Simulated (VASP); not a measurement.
Here is a VASP 6.6.1 calculation.

INCAR

```
PREC     = Accurate       # precision mode
ENCUT    = 600            # plane-wave cutoff, eV
EDIFF    = 1E-7           # SCF threshold, eV
ISMEAR   = 0              # smearing method
SIGMA    = 0.1            # smearing width, eV
LREAL    = False          # projectors in reciprocal space
LASPH    = True           # aspherical terms in the spheres
NELM     = 150            # most SCF steps
ALGO     = Normal         # electronic algorithm
ISIF     = 3              # what is computed and relaxed
LWAVE    = False          # write WAVECAR
LCHARG   = False          # write CHGCAR
ISPIN    = 2              # spin polarisation
MAGMOM   = 0 4 4 4 0      # initial moments
LORBIT   = 11             # projections on sites
LMAXMIX  = 4              # l up to which the mixer works
GGA      = PE             # functional
IBRION   = 2              # ionic algorithm
NSW      = 90             # ionic steps
EDIFFG   = -0.04          # ionic threshold
```

Contents of KPOINTS:

```
Automatic mesh
0
Gamma
  4 4 4
```

Contents of POSCAR:

```
MgFe3O
1.0
    3.7608705700      0.0000000000      0.0000000000
    0.0000000000      3.7608705700      0.0000000000
    0.0000000000      0.0000000000      3.7608705700
Mg Fe O
1 3 1
Direct
    0.5000000000      0.5000000000      0.5000000000
    0.0000000000      0.5000000000      0.5000000000
    0.5000000000      0.0000000000      0.5000000000
    0.5000000000      0.5000000000      0.0000000000
    0.0000000000      0.0000000000      0.0000000000
```

Potentials or basis: VASP PAW PBE potentials, release 64 (Mg, Fe, O).

Run with:

```bash
$ cat potpaw_PBE.64/Mg/POTCAR potpaw_PBE.64/Fe/POTCAR potpaw_PBE.64/O/POTCAR > POTCAR
$ mpirun -np 1 vasp_std > vasp.out
```

**Question.** What does it give for the net moment?

**Answer.** -9.18 μB per cell.

**Question.** Estimate the relaxed cell.

**Answer.** a = 4.477 Å, b = 4.477 Å, c = 4.477 Å, α = 90.00°, β = 90.00°, γ = 90.00°.

The path:
```
step  energy change (eV)  largest force (eV/Å)  pressure (GPa)  volume (Å³)
   1              0.0000                0.0000           78.05        53.19
   2             -5.2859                0.0000           -6.21       103.90
   3             -5.5746                0.0000            1.87        86.42
   4             -5.5926                0.0000           -0.10        89.74
```

Caveat: the k points lie up to 0.35 Å⁻¹ apart in the final cell; the volume moved by over 15 % at a fixed basis, so the end points are rough; only a ferromagnetic start was run, and an antiferromagnetic order may lie lower in energy.
